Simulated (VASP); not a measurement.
Write the native input for VASP 6.6.1 that does the following.

- Task: relaxation of cell and atoms
- Functional: PBEsol
- Potentials or basis: VASP PAW PBE potentials, release 64 (Rb_sv, Pb_d, F)
- Cutoff: 600 eV
- k mesh: 6 × 6 × 4
- Occupations: fermi-dirac, width 0.03 eV
- Spin: no spin polarisation
- Dipole correction: no
- Further INCAR settings: ALGO = Normal; EDIFF = 1e-07; IBRION = 2; EDIFFG = -0.01; NSW = 100; ISIF = 3

The structure of RbPbF5 lies in POSCAR:

```
RbPbF5
1.0
    4.3069084300      0.0000000000      0.0000000000
    0.0000000000      4.3069084300      0.0000000000
    0.0000000000      0.0000000000      7.6250459700
Rb Pb F
1 1 5
Direct
    0.5000000000      0.5000000000      0.0000000000
    0.0000000000      0.0000000000      0.5000000000
    0.0000000000      0.5000000000      0.2963546500
    0.0000000000      0.5000000000      0.7036453500
    0.5000000000      0.0000000000      0.2963546500
    0.5000000000      0.0000000000      0.7036453500
    0.0000000000      0.0000000000      0.0000000000
```

The input as run:

INCAR

```
  PREC = Accurate
  ENCUT = 600
  EDIFF = 1E-7
  ISMEAR = -1
  SIGMA = 0.03
  LREAL = F
  LASPH = T
  NELM = 80
  ALGO = Normal
  ISIF = 3
  LWAVE = F
  LCHARG = F
  GGA = PS
  IBRION = 2
  NSW = 100
  EDIFFG = -0.01
```

KPOINTS

```
regular mesh
0
Gamma
  6 6 4
```

Potentials or basis: VASP PAW PBE potentials, release 64 (Rb_sv, Pb_d, F).

The run is started by

```console
$ cat potpaw_PBE.64/Rb_sv/POTCAR potpaw_PBE.64/Pb_d/POTCAR potpaw_PBE.64/F/POTCAR > POTCAR
$ mpirun -np 1 vasp_std > vasp.out
```

It gave:

| Property | Result |
| --- | --- |
| Relaxed volume | 14.64 Å³/atom |
| Relaxed cell | a = 3.777 Å, b = 3.777 Å, c = 7.184 Å, α = 90.00°, β = 90.00°, γ = 90.00° |
| Space group after relaxing (to 0.1 Å) | P4/mmm (No. 123) |
| Pressure after relaxing | 0.0 GPa |
| Largest force after relaxing | 0.006 eV/Å |
| Band gap on the k mesh | zero (bands 29 and 30 overlap by 0.18 eV) |

Caveat: the volume moved by over 15 % at a fixed basis, so the end points are rough; the PAW data sets were made with another functional, which shifts forces and pressure a little; spin-orbit coupling is left out, which moves the levels of the heavy elements.

Run time: 39 min on 1 thread of Intel(R) Xeon(R) Platinum 8259CL CPU @ 2.50GHz (Skylake/Cascade Lake), on a shared host, peak memory 0.41 GiB.
